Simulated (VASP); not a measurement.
Write the native input for VASP 6.6.1 that does the following.

- Task: single point
- Functional: LDA
- Potentials or basis: VASP PAW LDA potentials, release 64 (B, N)
- Cutoff: 520 eV
- k mesh: 12 × 12 × 4
- Occupations: gaussian, width 0.05 eV
- Spin: no spin polarisation
- Dipole correction: no
- Further INCAR settings: ALGO = Normal; EDIFF = 1e-06; NBANDS = 16

The structure of BN lies in POSCAR:

```
BN
1.0
    2.4094300041      0.0000000000      0.0000000000
   -1.2047150020      2.0866275922      0.0000000000
    0.0000000000      0.0000000000      6.7611015344
B N
2 2
Direct
    0.3333333333      0.6666666667      0.2500000000
    0.6666666667      0.3333333333      0.7500000000
    0.3333333333      0.6666666667      0.7500000000
    0.6666666667      0.3333333333      0.2500000000
```

This cell differs from its parent crystal: volume 8.498 Å^3 an atom, c/a of the conventional cell 2.8061.

The input as run:

INCAR

```
  ALGO = Normal
  EDIFF = 1E-6
  ENCUT = 520
  ISIF = 2
  ISMEAR = 0
  LASPH = T
  LCHARG = F
  LREAL = F
  LWAVE = F
  NBANDS = 16
  NELM = 60
  PREC = Accurate
  SIGMA = 0.05
```

KPOINTS

```
k-points
0
Gamma
  12 12 4
```

Potentials or basis: VASP PAW LDA potentials, release 64 (B, N).

Run with:

```bash
$ cat potpaw_LDA.64/B/POTCAR potpaw_LDA.64/N/POTCAR > POTCAR
$ mpirun -np 1 vasp_std > vasp.out
```

It gave:

The pressure is 27.3 GPa and the band gap on the k mesh is 4.27 eV, indirect (least direct gap 4.78 eV).

It took 18 s on 1 thread of Intel(R) Xeon(R) Platinum 8375C CPU @ 2.90GHz (Ice Lake), on a shared host, peak memory 0.14 GiB.
